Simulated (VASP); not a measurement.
Hf, 2 atoms in the cell. Symmetry: P6_3/mmc, No. 194, hexagonal system. The conventional cell has a = 3.101 Å, b = 3.101 Å, c = 5.058 Å, α = 90.00°, β = 90.00°, γ = 120.00°. Hf (site symmetry -6m2) has 12 Hf at 3.10 Å within 4.1 Å.  This cell differs from its parent crystal: strain -0.030 along x and y, +0.000 along z.

- Program: VASP 6.6.1
- Task: single point
- Functional: PBEsol
- Potentials or basis: VASP PAW PBE potentials, release 64 (Hf_pv)
- Cutoff: 520 eV
- k mesh: 18 × 18 × 10
- Occupations: gaussian, width 0.15 eV
- Spin: no spin polarisation
- Dipole correction: no
- Further INCAR settings: ALGO = Fast; EDIFF = 1e-06; NBANDS = 17

Potentials or basis: VASP PAW PBE potentials, release 64 (Hf_pv).

The run is started by

```bash
$ cat potpaw_PBE.64/Hf_pv/POTCAR > POTCAR
$ mpirun -np 1 vasp_std > vasp.out
```

Hardware: 1 thread of Intel(R) Xeon(R) 6975P-C (Granite Rapids) (shared host).

Task: Estimate the wall time of this run.

Result: It took 55 s on 1 thread of Intel(R) Xeon(R) 6975P-C (Granite Rapids), on a shared host, peak memory 0.25 GiB. Counts: scf iterations 16, k points 222.
